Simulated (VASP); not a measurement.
# Ca3SiSe (P3m1) in VASP: a series of runs

Runs on Ca3SiSe. Level: PBE. Tasks: single point, relaxation of cell and atoms.

All numbers are computed with VASP 6.6.1; they aren't measurements. Logs are shortened: lines on timing, memory, paths and dates and some standing lists are left out, and cuts for length are marked.

### Step 1. The cell of the first run

It takes space group P3m1 (No. 156, trigonal). The conventional cell has a = 4.713 Å, b = 4.713 Å, c = 7.437 Å, α = 90.00°, β = 90.00°, γ = 120.00°. Within 4.2 Å of Ca (site symmetry 3m) lie 3 Se at 3.18 Å and 3 Si at 3.19 Å and 6 Ca at 3.82 to 3.92 Å. Ca (site symmetry 3m) has 3 Se at 2.91 Å and 1 Si at 3.08 Å and 3 Ca at 3.34 Å within 3.8 Å. Ca (site symmetry 3m) has 3 Si at 2.95 Å and 1 Se at 2.98 Å and 3 Ca at 3.34 Å within 3.9 Å. Within 3.9 Å of Si (site symmetry 3m) lie 7 Ca at 2.95 to 3.19 Å. Se (site symmetry 3m) has 7 Ca at 2.91 to 3.18 Å within 3.8 Å.

### Step 2. Single point, PBE

INCAR

```
PREC     = Accurate       # precision mode
ENCUT    = 520            # plane-wave cutoff, eV
EDIFF    = 1E-6           # SCF threshold, eV
ISMEAR   = 0              # smearing method
SIGMA    = 0.1            # smearing width, eV
LREAL    = F              # projectors in reciprocal space
LASPH    = T              # aspherical terms in the spheres
NELM     = 100            # most SCF steps
ALGO     = Normal         # electronic algorithm
ISIF     = 2              # what is computed and relaxed
LWAVE    = F              # write WAVECAR
LCHARG   = T              # write CHGCAR
GGA      = PE             # functional
LELF     = T              # ELF
LVHAR    = T            
NBANDS   = 28             # bands
```

KPOINTS

```
regular mesh
0
Gamma
  6 6 4
```

POSCAR

```
Ca3SiSe
1.0
    4.7132107400      0.0000000000      0.0000000000
   -2.3566053700      4.0817602400      0.0000000000
    0.0000000000      0.0000000000      7.4374623500
Ca Si Se
3 1 1
Direct
    0.0000000000      0.0000000000      0.0044930000
    0.3333333300      0.6666666700      0.3649359900
    0.6666666700      0.3333333300      0.6258559800
    0.3333333300      0.6666666700      0.7796450300
    0.6666666700      0.3333333300      0.2250700000
```

Potentials or basis: VASP PAW PBE potentials, release 64 (Ca_sv, Si, Se).

Command:

```console
> cat potpaw_PBE.64/Ca_sv/POTCAR potpaw_PBE.64/Si/POTCAR potpaw_PBE.64/Se/POTCAR > POTCAR
> mpirun -np 1 vasp_std > vasp.out
```

OUTCAR:

```text
PREC = Accurate
   ENCUT = 520
   EDIFF = 1E-6
   ISMEAR = 0
   LREAL = F
   LASPH = T
   NELM = 100
   ISIF = 2
   GGA = PE

 ion  position               nearest neighbor table
   1  0.000  0.000  0.004-
   2  0.333  0.667  0.365-   5 2.91   5 2.91   5 2.91   4 3.08
   3  0.667  0.333  0.626-   4 2.95   4 2.95   4 2.95   5 2.98
   4  0.333  0.667  0.780-   3 2.95   3 2.95   3 2.95   2 3.08
   5  0.667  0.333  0.225-   2 2.91   2 2.91   2 2.91   3 2.98

  LATTYP: Found a hexagonal cell.
 ALAT       =     4.7132107400
 C/A-ratio  =     1.5780033528

  Lattice vectors:

 A1 = (   4.7132107400,   0.0000000000,   0.0000000000)
 A2 = (  -2.3566053700,   4.0817602400,   0.0000000000)
 A3 = (   0.0000000000,   0.0000000000,   7.4374623500)

Analysis of symmetry for initial positions (statically):
=====================================================================
 Subroutine PRICEL returns:
 Original cell was already a primitive cell.

 Routine SETGRP: Setting up the symmetry group for a
 hexagonal supercell.

 Subroutine GETGRP returns: Found  6 space group operations
 (whereof  6 operations were pure point group operations)
 out of a pool of 24 trial point group operations.

The static configuration has the point symmetry C_3v.

Analysis of symmetry for dynamics (positions and initial velocities):
=====================================================================
 Subroutine PRICEL returns:
 Original cell was already a primitive cell.

 Routine SETGRP: Setting up the symmetry group for a
 hexagonal supercell.

 Subroutine GETGRP returns: Found  6 space group operations
 (whereof  6 operations were pure point group operations)
 out of a pool of 24 trial point group operations.

The dynamic configuration has the point symmetry C_3v.

 Subroutine INISYM returns: Found  6 space group operations
 (whereof  6 operations are pure point group operations),
 and found     1 'primitive' translations

----------------------------------------------------------------------------------------

                                     Primitive cell

  volume of cell :     143.0834

  direct lattice vectors                    reciprocal lattice vectors
     4.713210740  0.000000000  0.000000000     0.212169592  0.122496171  0.000000000
    -2.356605370  4.081760240  0.000000000     0.000000000  0.244992342  0.000000000
     0.000000000  0.000000000  7.437462350     0.000000000  0.000000000  0.134454462

  length of vectors
     4.713210740  4.713210745  7.437462350     0.244992342  0.244992342  0.134454462

  position of ions in fractional coordinates (direct lattice)
     0.000000000  0.000000000  0.004493000
     0.333333330  0.666666670  0.364935990
     0.666666670  0.333333330  0.625855980
     0.333333330  0.666666670  0.779645030
     0.666666670  0.333333330  0.225070000

  ion indices of the primitive-cell ions
   primitive index   ion index
                 1           1
                 2           2
                 3           3
                 4           4
                 5           5

----------------------------------------------------------------------------------------

 KPOINTS: regular mesh

Automatic generation of k-mesh.
 Grid dimensions read from file:
 generate k-points for:    6    6    4

 Generating k-lattice:

  Cartesian coordinates                     Fractional coordinates (reciprocal lattice)
     0.035361599  0.020416028  0.000000000     0.166666667  0.000000000  0.000000000
     0.000000000  0.040832057  0.000000000     0.000000000  0.166666667  0.000000000
     0.000000000  0.000000000  0.033613616     0.000000000  0.000000000  0.250000000

  Length of vectors
     0.040832057  0.040832057  0.033613616

  Shift w.r.t. Gamma in fractional coordinates (k-lattice)
     0.000000000  0.000000000  0.000000000

 Subroutine IBZKPT returns following result:
 ===========================================

 Found     24 irreducible k-points:

 Following reciprocal coordinates:
            Coordinates               Weight
  0.000000  0.000000  0.000000      1.000000
  0.166667 -0.000000  0.000000      6.000000
  0.333333  0.000000  0.000000      6.000000
  0.500000  0.000000  0.000000      3.000000
  0.166667  0.166667  0.000000      6.000000
  0.333333  0.166667  0.000000     12.000000
[... 16 lines left out ...]
  0.333333  0.166667  0.500000     12.000000
  0.333333  0.333333  0.500000      2.000000
   k-points           NKPTS =     24   k-points in BZ     NKDIM =     24   number of bands    NBANDS=     28
   number of dos      NEDOS =    301   number of ions     NIONS =      5
   total plane-waves  NPLWV =  72576
   dimension x,y,z NGX =    36 NGY =   36 NGZ =   56
   dimension x,y,z NGXF=    72 NGYF=   72 NGZF=  112
   ions per type =               3   1   1
   NGX,Y,Z   is equivalent  to a cutoff of  12.70, 12.70, 12.52 a.u.
   NGXF,Y,Z  is equivalent  to a cutoff of  25.40, 25.40, 25.03 a.u.
 SYSTEM =  unknown system
   PREC   = accura    normal or accurate (medium, high low for compatibility)
   ISTART =      0    job   : 0-new  1-cont  2-samecut
   ICHARG =      2    charge: 1-file 2-atom 10-const
   ISPIN  =      1    spin polarized calculation?
   LNONCOLLINEAR =      F non collinear calculations
   LSORBIT =      F    spin-orbit coupling
   LASPH  =      T    aspherical Exc in radial PAW
   ENCUT  =  520.0 eV  38.22 Ry    6.18 a.u.   8.76  8.76 13.83*2*pi/ulx,y,z
   NELM   =    100;   NELMIN=  2; NELMDL= -5     # of ELM steps
   EDIFF  = 0.1E-05   stopping-criterion for ELM
   LREAL  =      F    real-space projection
   EDIFFG = 0.1E-04   stopping-criterion for IOM
   NSW    =      0    number of steps for IOM
   IBRION =     -1    ionic relax: 0-MD 1-quasi-New 2-CG
   NFREE  =      0    steps in history (QN), initial steepest desc. (CG)
   ISIF   =      2    stress and relaxation
   ISYM   =      2    0-nonsym 1-usesym 2-fastsym
   POTIM  = 0.5000    time-step for ionic-motion
   TEBEG  =    0.0;   TEEND  =   0.0 temperature during run
   PSTRESS=    0.0 pullay stress
   NELECT =      40.0000    total number of electrons
   NUPDOWN=      -1.0000    fix difference up-down
   EMIN   =  10.00;   EMAX   =-10.00  energy-range for DOS
   EFERMI =   0.00;   METHOD = LEGACY
   ISMEAR =     0;   SIGMA  =   0.10  broadening in eV -4-tet -1-fermi 0-gaus
   EFERMI_NEDOS =   21; number of points for ismear=-14 and -15
   IALGO  =     38    algorithm
   IMIX   =      4    mixing-type and parameters
     AMIX     =   0.40;   BMIX     =  1.00
     AMIX_MAG =   1.60;   BMIX_MAG =  1.00
  volume/ion in A,a.u.               =      28.62       193.11
  Fermi-wavevector in a.u.,A,eV,Ry     =   1.070447  2.022851 15.590324  1.145857
  Thomas-Fermi vector in A             =   2.206157
   LORBIT       =      0    0 simple, 1 ext, 2 COOP (PROOUT), +10 PAW based schemes
   GGA     = PE    functional components
   LHFCALC =     F    Hartree Fock is set to
   AEXX    =    0.0000 exact exchange contribution
   IVDW    =     0    specifies the selected vdW correction
   LEPSILON=     F    determine dielectric tensor
   LRPA    =     F    only Hartree local field effects (RPA)
 non-spin polarized calculation
 Gauss-broadening in eV      SIGMA  =   0.10
  energy-cutoff  :      520.00
  volume of cell :      143.08
 maximum number of plane-waves:      3886
 NGX is ok and might be reduce to    36
   NGX = 17   NGY = 17   NGZ = 27

 number of electron      39.9999993 magnetization

 Free energy of the ion-electron system (eV)
  ---------------------------------------------------
  ext. energy  EPLUGINS =         0.00000000
  ---------------------------------------------------
  free energy    TOTEN  =       -18.82360829 eV

  energy without entropy =      -18.81596088  energy(sigma->0) =      -18.81978458

 E-fermi :   3.6404     XC(G=0):  -8.7016

 val. band max:        3.5244119208   @ k =   0.0000   0.3333   0.2500
 cond. band min:       3.6448543618   @ k =   0.0000   0.0000   0.0000
 fundamental gap:      0.1204424410
 Fermi energy:         3.6404379106

 k-point     1 :       0.0000    0.0000    0.0000
  band No.  band energies     occupation
      1     -38.4939      2.00000
      2     -37.9493      2.00000
      3     -37.2150      2.00000
      4     -19.5842      2.00000
      5     -19.5842      2.00000
      6     -19.4672      2.00000
[... 20 lines left out ...]
     27       6.4257      0.00000
     28       6.6789      0.00000

 k-point     2 :       0.1667   -0.0000    0.0000
  band No.  band energies     occupation
      1     -38.4935      2.00000
      2     -37.9492      2.00000
      3     -37.2150      2.00000
      4     -19.5943      2.00000
      5     -19.5863      2.00000
      6     -19.4667      2.00000
[... 20 lines left out ...]
     27       6.2863      0.00000
     28       6.7197      0.00000

 k-point     3 :       0.3333    0.0000    0.0000
  band No.  band energies     occupation
      1     -38.4928      2.00000
      2     -37.9488      2.00000
      3     -37.2149      2.00000
      4     -19.6139      2.00000
      5     -19.5905      2.00000
      6     -19.4657      2.00000
[... 20 lines left out ...]
     27       6.4622      0.00000
     28       6.7780      0.00000

 k-point     4 :       0.5000    0.0000    0.0000
  band No.  band energies     occupation
      1     -38.4924      2.00000
      2     -37.9487      2.00000
      3     -37.2148      2.00000
      4     -19.6235      2.00000
      5     -19.5926      2.00000
      6     -19.4653      2.00000
[... 20 lines left out ...]
     27       6.5857      0.00000
     28       6.8798      0.00000

 k-point     5 :       0.1667    0.1667    0.0000
  band No.  band energies     occupation
      1     -38.4930      2.00000
      2     -37.9489      2.00000
      3     -37.2149      2.00000
      4     -19.6076      2.00000
      5     -19.5909      2.00000
      6     -19.4659      2.00000
[... 20 lines left out ...]
     27       6.3105      0.00000
     28       6.7407      0.00000

 k-point     6 :       0.3333    0.1667    0.0000
  band No.  band energies     occupation
      1     -38.4924      2.00000
      2     -37.9487      2.00000
      3     -37.2148      2.00000
      4     -19.6196      2.00000
      5     -19.5964      2.00000
      6     -19.4652      2.00000
[... 463 lines left out ...]
      5     -19.5925      2.00000
      6     -19.4654      2.00000
[... 20 lines left out ...]
     27       6.6505      0.00000
     28       7.0295      0.00000

 k-point    22 :       0.1667    0.1667    0.5000
  band No.  band energies     occupation
      1     -38.4930      2.00000
      2     -37.9489      2.00000
      3     -37.2149      2.00000
      4     -19.6075      2.00000
      5     -19.5909      2.00000
      6     -19.4658      2.00000
[... 20 lines left out ...]
     27       6.5681      0.00000
     28       6.8026      0.00000

 k-point    23 :       0.3333    0.1667    0.5000
  band No.  band energies     occupation
      1     -38.4924      2.00000
      2     -37.9487      2.00000
      3     -37.2148      2.00000
      4     -19.6198      2.00000
      5     -19.5965      2.00000
      6     -19.4654      2.00000
[... 20 lines left out ...]
     27       6.5595      0.00000
     28       6.9102      0.00000

 k-point    24 :       0.3333    0.3333    0.5000
  band No.  band energies     occupation
      1     -38.4922      2.00000
      2     -37.9486      2.00000
      3     -37.2148      2.00000
      4     -19.6194      2.00000
      5     -19.6031      2.00000
      6     -19.4653      2.00000
[... 20 lines left out ...]
     27       6.8072      0.00000
     28       6.9603      0.00000

------------------------ aborting loop because EDIFF is reached ----------------------------------------

  FORCE on cell =-STRESS in cart. coord.  units (eV):
  Direction    XX          YY          ZZ          XY          YZ          ZX
  --------------------------------------------------------------------------------------
  -------------------------------------------------------------------------------------
  Total        1.5234941      1.5234941     -0.8725640     -0.0000000     -0.0000000      0.0000000
  in kB       17.0593400     17.0593400     -9.7705445     -0.0000000     -0.0000000      0.0000000
  external PRESSURE =       8.1160452 kB  Pullay stress =       0.0000000 kB

 VOLUME and BASIS-vectors are now :
 -----------------------------------------------------------------------------
  energy-cutoff  :      520.00
  volume of cell :      143.08
      direct lattice vectors                 reciprocal lattice vectors
     4.713210740  0.000000000  0.000000000     0.212169592  0.122496171  0.000000000
    -2.356605370  4.081760240  0.000000000     0.000000000  0.244992342  0.000000000
     0.000000000  0.000000000  7.437462350     0.000000000  0.000000000  0.134454462

 POSITION                                       TOTAL-FORCE (eV/Angst)
 -----------------------------------------------------------------------------------
      0.00000      0.00000      0.03342        -0.000000     -0.000000     -1.323248
     -0.00000      2.72117      2.71420         0.000000      0.000000     -0.071436
      2.35661      1.36059      4.65478        -0.000000     -0.000000      1.511313
     -0.00000      2.72117      5.79858        -0.000000     -0.000000     -0.235755
      2.35661      1.36059      1.67395         0.000000     -0.000000      0.119127
 -----------------------------------------------------------------------------------
    total drift:                               -0.000008      0.000005      0.000222

  FREE ENERGIE OF THE ION-ELECTRON SYSTEM (eV)
  ---------------------------------------------------
  free  energy   TOTEN  =       -18.8236082909 eV

  energy  without entropy=      -18.8159608786  energy(sigma->0) =      -18.81978458
```

Run time: 37 s. Hardware: 1 thread of Intel Xeon 6975P-C (Granite Rapids), shared host; peak memory 0.3 GiB.

Results:

```
Free energy            : -18.8236 eV
Pressure               : 0.8 GPa
Largest force          : 1.511 eV/Å
Band gap on the k mesh : 0.12 eV, indirect (least direct gap 0.18 eV)
```

Forces on the atoms (eV/Å):
```
Ca   0.000  0.000 -1.323
Ca   0.000  0.000 -0.071
Ca   0.000  0.000  1.511
Si   0.000  0.000 -0.236
Se   0.000  0.000  0.119
```

Stress tensor (GPa, compression positive):
```
 1.71  0.00  0.00
 0.00  1.71  0.00
 0.00  0.00 -0.98
```

Caveat: forces of over 1 eV/Å act on the atoms, so gaps and moduli don't describe the material at rest. A k mesh can miss the band edges.

### Step 3. Single point, PBE

This run uses another cell than the first one, of 28.53 Å³/atom, 0.997 times its volume.

INCAR

```
PREC = Accurate ; ENCUT = 520
EDIFF = 1E-6 ; ISMEAR = 0
SIGMA = 0.1 ; LREAL = False
LASPH = True ; NELM = 100
ALGO = Normal ; ISIF = 2
LWAVE = False ; LCHARG = False
GGA = PE ; NBANDS = 28
```

KPOINTS

```
Automatic mesh
0
Gamma
  6 6 4
```

POSCAR

```
Ca3SiSe
1.0
    5.0509172455      0.0000000000      0.0000000000
   -2.5254586227      4.3742226470      0.0000000000
    0.0000000000      0.0000000000      6.4572393380
Ca Si Se
3 1 1
Direct
    0.0000000000      0.0000000000     -0.0331259595
    0.3333333333      0.6666666667      0.3211689000
    0.6666666667      0.3333333333      0.6885127794
    0.3333333333      0.6666666667      0.7917346012
    0.6666666667      0.3333333333      0.2317096790
```

Potentials or basis: VASP PAW PBE potentials, release 64 (Ca_sv, Si, Se).

Command:

```console
> cat potpaw_PBE.64/Ca_sv/POTCAR potpaw_PBE.64/Si/POTCAR potpaw_PBE.64/Se/POTCAR > POTCAR
> mpirun -np 1 vasp_std > vasp.out
```

OUTCAR:

```text
PREC = Accurate
   ENCUT = 520
   EDIFF = 1E-6
   ISMEAR = 0
   LREAL = False
   LASPH = True
   NELM = 100
   ISIF = 2
   GGA = PE

 ion  position               nearest neighbor table
   1  0.000  0.000  0.967-   4 3.13   4 3.13   4 3.13
   2  0.333  0.667  0.321-   5 2.97   5 2.97   5 2.97   4 3.04
   3  0.667  0.333  0.689-   5 2.95   4 2.99   4 2.99   4 2.99
   4  0.333  0.667  0.792-   3 2.99   3 2.99   3 2.99   2 3.04   1 3.13   1 3.13   1 3.13
   5  0.667  0.333  0.232-   3 2.95   2 2.97   2 2.97   2 2.97

  LATTYP: Found a hexagonal cell.
[... 945 lines left out ...]
  -------------------------------------------------------------------------------------
  Total        0.0175335      0.0175335      0.1543520      0.0000000      0.0000000      0.0000000
  in kB        0.1969066      0.1969066      1.7334238      0.0000000      0.0000000      0.0000000
  external PRESSURE =       0.7090790 kB  Pullay stress =       0.0000000 kB

 VOLUME and BASIS-vectors are now :
 -----------------------------------------------------------------------------
  energy-cutoff  :      520.00
  volume of cell :      142.67
      direct lattice vectors                 reciprocal lattice vectors
     5.050917245  0.000000000  0.000000000     0.197983842  0.114306024  0.000000000
    -2.525458623  4.374222647  0.000000000     0.000000000  0.228612049  0.000000000
     0.000000000  0.000000000  6.457239338     0.000000000  0.000000000  0.154864943

 POSITION                                       TOTAL-FORCE (eV/Angst)
 -----------------------------------------------------------------------------------
      0.00000      0.00000      6.24334        -0.000000      0.000000     -0.005718
     -0.00000      2.91615      2.07386         0.000000      0.000000     -0.029311
      2.52546      1.45807      4.44589         0.000000     -0.000000      0.019526
     -0.00000      2.91615      5.11242        -0.000000      0.000000      0.028285
      2.52546      1.45807      1.49620        -0.000000      0.000000     -0.012783
 -----------------------------------------------------------------------------------
    total drift:                                0.000000     -0.000000      0.000075

  FREE ENERGIE OF THE ION-ELECTRON SYSTEM (eV)
  ---------------------------------------------------
  free  energy   TOTEN  =       -19.3848038519 eV

  energy  without entropy=      -19.3848036401  energy(sigma->0) =      -19.38480375
```

It took 39 s on 1 thread of Intel Xeon 6975P-C (Granite Rapids), shared host; peak memory 0.31 GiB.

Results:

- Free energy: -19.3848 eV
- Pressure: 0.1 GPa
- Largest force: 0.029 eV/Å
- Band gap on the k mesh: 0.59 eV, indirect (least direct gap 0.64 eV)

Forces in eV/Å, atoms in the order of the input:
```
Ca   0.000  0.000 -0.006
Ca   0.000  0.000 -0.029
Ca   0.000  0.000  0.020
Si   0.000  0.000  0.028
Se   0.000  0.000 -0.013
```

Stress tensor (GPa, compression positive):
```
0.02 0.00 0.00
0.00 0.02 0.00
0.00 0.00 0.17
```

[end of part 1 of 2]
